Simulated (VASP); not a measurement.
# ZrB: single point with PBEsol

Crystal: ZrB.

```
Zr B
1.0
     0.00000    2.45443    2.08626
     2.45443    0.00000    2.08626
     2.45443    2.45443    0.00000
Zr B
1 1
Direct
  0.00000 0.00000 0.00000
  0.50000 0.50000 0.50000
```

This cell differs from its parent crystal: ratio of the length along z to the lengths across it x 0.85, volume and fractional coordinates fixed.

* Program: VASP 6.6.1
* Task: single point
* Functional: PBEsol
* Potentials or basis: VASP PAW PBE potentials, release 64 (Zr_sv, B)
* Cutoff: 520 eV
* k mesh: 20 × 20 × 20
* Occupations: gaussian, width 0.15 eV
* Spin: no spin polarisation

```yaml
Pressure: 33.3 GPa
Band_gap_on_the_k_mesh: zero (an odd number of electrons rules out a gap without spin polarisation)
```

Stress tensor (GPa, compression positive):
```
11.36  0.00  0.00
 0.00 11.36  0.00
 0.00  0.00 77.13
```

Levels at points of the mesh, in eV from the Fermi level:
```csv
k point,band 5,band 6,band 7,band 8,band 9,band 10,band 11,band 12
"(0.00, 0.00, 0.00)",-8.56,1.08,1.08,2.44,2.87,3.11,3.11,3.25
"(0.50, 0.00, 0.00)",-4.52,-3.56,-2.17,-1.75,4.81,6.24,7.57,7.78
"(0.50, 0.50, 0.00)",-6.77,-1.66,1.21,1.53,1.53,5.51,6.29,6.29
"(0.50, 0.00, 0.50)",-6.83,-1.29,-1.19,2.16,3.64,4.46,5.81,6.91
```

Run time: 91 s on 1 thread of Intel(R) Xeon(R) Platinum 8488C (Sapphire Rapids), with other jobs on the host, peak memory 0.34 GiB.

Caveat: the stress differs along the axes, from 11 to 77 GPa; the PAW data sets were made with another functional, which shifts forces and pressure a little; an odd number of electrons without spin polarisation forces a metal; a magnetic or distorted state may lie lower.
